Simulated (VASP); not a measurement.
Write the native input for VASP 6.6.1 that does the following.

* Task: relaxation of cell and atoms
* Functional: PBE
* Potentials or basis: VASP PAW PBE potentials, release 64 (Sc_sv, S)
* Cutoff: 600 eV
* k mesh: 8 × 8 × 10
* Occupations: gaussian, width 0.1 eV
* Spin: no spin polarisation
* Dipole correction: no
* Further INCAR settings: ALGO = Normal; EDIFF = 1e-07; IBRION = 2; EDIFFG = -0.01; NSW = 100; ISIF = 3

The structure of ScS4 lies in POSCAR:

```
ScS4
1.0
    3.4328134382     -3.9788640501      0.0000000000
    3.4328134382      3.9788640501      0.0000000000
    0.0000000000      0.0000000000      3.6016861968
Sc S
1 4
Direct
    0.0000000000      0.0000000000      0.0000000000
    0.7297117017      0.7297117017      0.5000000000
    0.2702882983      0.2702882983      0.5000000000
    0.6818650599      0.3181349401      0.0000000000
    0.3181349401      0.6818650599      0.0000000000
```

These files were run (other wordings do the same):

INCAR

```
PREC = Accurate
ENCUT = 600
EDIFF = 1E-7
ISMEAR = 0
SIGMA = 0.1
LREAL = F
LASPH = T
NELM = 60
ALGO = Normal
ISIF = 3
LWAVE = F
LCHARG = F
GGA = PE
IBRION = 2
NSW = 100
EDIFFG = -0.01
```

KPOINTS

```
regular mesh
0
Gamma
  8 8 10
```

Potentials or basis: VASP PAW PBE potentials, release 64 (Sc_sv, S).

Run with:

```console
$ cat potpaw_PBE.64/Sc_sv/POTCAR potpaw_PBE.64/S/POTCAR > POTCAR
$ mpirun -np 1 vasp_std > vasp.out
```

Results of the run:

```yaml
Relaxed_volume: 19.69 Å³/atom
Relaxed_cell: a = 5.257 Å, b = 5.257 Å, c = 3.608 Å, α = 90.00°, β = 90.00°, γ = 99.05°
Space_group_after_relaxing_to_0.05_Å: Cmmm (No. 65)
Energy_gained_by_relaxing: 0.3 meV/atom
Ionic_steps: 6
Pressure_after_relaxing: 0.0 GPa
Largest_force_after_relaxing: 0.005 eV/Å
```

Wall time 15 min on 1 thread of Intel Xeon 6975P-C (shared host), peak memory 0.44 GiB.
